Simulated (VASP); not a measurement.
Set up this calculation in VASP 6.6.1, as the native input.

| Item | Value |
| --- | --- |
| Task | single point |
| Functional | PBEsol |
| Potentials or basis | VASP PAW PBE potentials, release 64 (Y_sv, Si, H) |
| Cutoff | 520 eV |
| k mesh | 2 × 3 × 2 |
| Occupations | fermi-dirac, width 0.05 eV |
| Spin | no spin polarisation |
| Dipole correction | no |
| Further INCAR settings | LREAL = Auto; ALGO = Normal; EDIFF = 1e-07; NBANDS = 94 |

The structure of Y8Si16H (a cell with a defect) lies in POSCAR:

```
Y8Si16H
1.0
   -3.8500000000     -6.6683960000      0.0000000000
    5.7750000000     -3.3341980000      0.0000000000
    0.0000000000      0.0000000000      8.2800000000
Y Si H
8 16 1
Direct
    0.7417379000      0.4829940978     -0.0058816425
    0.7335140066      0.5044205931      0.5089251208
    0.4722544311     -0.0274667429     -0.0308212560
    0.5198259150     -0.0323931129      0.5051086957
    0.2318586171      0.5317845326      0.0220531401
    0.2627086174      0.4677451389      0.5124516908
    0.0011124005     -0.0390852395     -0.0077898551
    0.0295922870      0.0402996199      0.4976328502
    0.5017933607      0.2986154873      0.1916062802
    0.5031314273      0.6592651074      0.2012801932
    0.5064249009      0.3160754750      0.7835144928
    0.5044295801      0.6492907157      0.7532487923
    0.2467161700      0.8186073168      0.2999758454
    0.2371958326      0.1657322867      0.2511473430
    0.2373902330      0.8075069086      0.7171980676
    0.2478450583      0.1448837185      0.7893840580
    0.0256570351      0.4120657290      0.2534420290
   -0.0463733989      0.7389891626      0.3096135266
    0.0359764142      0.3372310294      0.7522101449
   -0.0156154991      0.6825420482      0.7556280193
    0.7161624298      0.8994502779      0.2071980676
    0.7642232754      0.2178804520      0.2736473430
    0.7383067435      0.8577109892      0.7445410628
    0.7627929517      0.1865199764      0.7201811594
    0.5168879325      0.2708257213      0.5283212560
```

One way to write it, as run:

INCAR

```
SYSTEM = Y8Si16H
PREC     = Accurate       ! precision mode
ENCUT    = 520            ! plane-wave cutoff, eV
EDIFF    = 1E-7           ! SCF threshold, eV
ISMEAR   = -1             ! smearing method
SIGMA    = 0.05           ! smearing width, eV
LREAL    = Auto         
LASPH    = .TRUE.         ! aspherical terms in the spheres
NELM     = 80             ! most SCF steps
ALGO     = Normal         ! electronic algorithm
ISIF     = 2              ! what is computed and relaxed
LWAVE    = .FALSE.        ! write WAVECAR
LCHARG   = .TRUE.         ! write CHGCAR
GGA      = PS             ! functional
LELF     = .TRUE.         ! ELF
LVHAR    = .TRUE.       
NBANDS   = 94             ! bands
```

KPOINTS

```
Automatic mesh
0
G
  2 3 2
  0 0 0
```

Potentials or basis: VASP PAW PBE potentials, release 64 (Y_sv, Si, H).

Run with:

```console
$ cat potpaw_PBE.64/Y_sv/POTCAR potpaw_PBE.64/Si/POTCAR potpaw_PBE.64/H/POTCAR > POTCAR
$ mpirun -np 1 vasp_std > vasp.out
```

Results of the run:

- Pressure: 12.3 GPa
- Largest force: 3.307 eV/Å
- Band gap on the k mesh: zero (an odd number of electrons rules out a gap without spin polarisation)

Caveat: the k points lie up to 0.41 Å⁻¹ apart, too coarse for converged energies and pressures of a metal; the PAW data sets were made with another functional, which shifts forces and pressure a little; an odd number of electrons without spin polarisation forces a metal; a magnetic or distorted state may lie lower.

Wall time 8.9 min on 1 thread of Intel(R) Xeon(R) 6975P-C (Granite Rapids), on a shared host, peak memory 0.56 GiB.
